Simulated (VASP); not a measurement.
Ag, 2 atoms in the cell. The structure is hexagonal, space group P6_3/mmc (No. 194). The conventional cell has a = 2.930 Å, b = 2.930 Å, c = 4.790 Å, α = 90.00°, β = 90.00°, γ = 120.00°. Ag (site symmetry -6m2) has 12 Ag at 2.93 Å within 3.9 Å. This isn't the form of Ag at room conditions, which is fcc.

| Item | Value |
| --- | --- |
| Program | VASP 6.6.1 |
| Task | electric field gradients |
| Functional | PBE |
| Potentials or basis | VASP PAW PBE potentials, release 64 (Ag) |
| Cutoff | 520 eV |
| k mesh | 10 × 10 × 5 |
| Occupations | fermi-dirac, width 0.03 eV |
| Spin | no spin polarisation |
| Dipole correction | no |
| Further INCAR settings | ALGO = Normal; EDIFF = 1e-08; NBANDS = 18 |

Potentials or basis: VASP PAW PBE potentials, release 64 (Ag).

Command:

```console
$ cat potpaw_PBE.64/Ag/POTCAR > POTCAR
$ mpirun -np 1 vasp_std > vasp.out
```

Hardware: 1 thread of Intel Xeon 8259CL, with other jobs on the host.

Question: How long does it take, and how much memory?

Answer: Run time: 24 s on 1 thread of Intel Xeon 8259CL (shared host), peak memory 0.16 GiB. Counts: scf iterations 14, k points 42.
